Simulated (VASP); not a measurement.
Crystal: Sr.

```
Sr
1.0
     5.61766    0.00000    0.00000
    -4.16370    3.77117    0.00000
    -0.72698   -1.88559    5.24158
Sr
2
Direct
  0.75000 0.25000 0.50000
  0.00000 0.00000 0.00000
```

Base run:

```yaml
Program: VASP 6.6.1
Functional: BLYP
Potentials_or_basis: VASP PAW PBE potentials, release 64 (Sr_sv)
Cutoff: 520 eV
k_mesh: 8 × 8 × 8
Occupations: fermi-dirac, width 0.3 eV
Spin: no spin polarisation
```

Its results: band gap on the k mesh zero (bands 10 and 11 overlap by 0.47 eV); pressure 0.7 GPa.

**Question.** The run is repeated on the same cell with these changes: functional from BLYP to LDA; potentials or basis from VASP PAW PBE potentials, release 64 (Sr_sv) to VASP PAW LDA potentials, release 64 (Sr_sv). What comes out?

**Answer.** Band gap on the k mesh zero (bands 10 and 11 overlap by 0.51 eV); pressure -0.9 GPa.

Caveats: so wide a smearing shifts energies and pressures; the PAW data sets were made with another functional, which shifts forces and pressure a little (at least some runs).
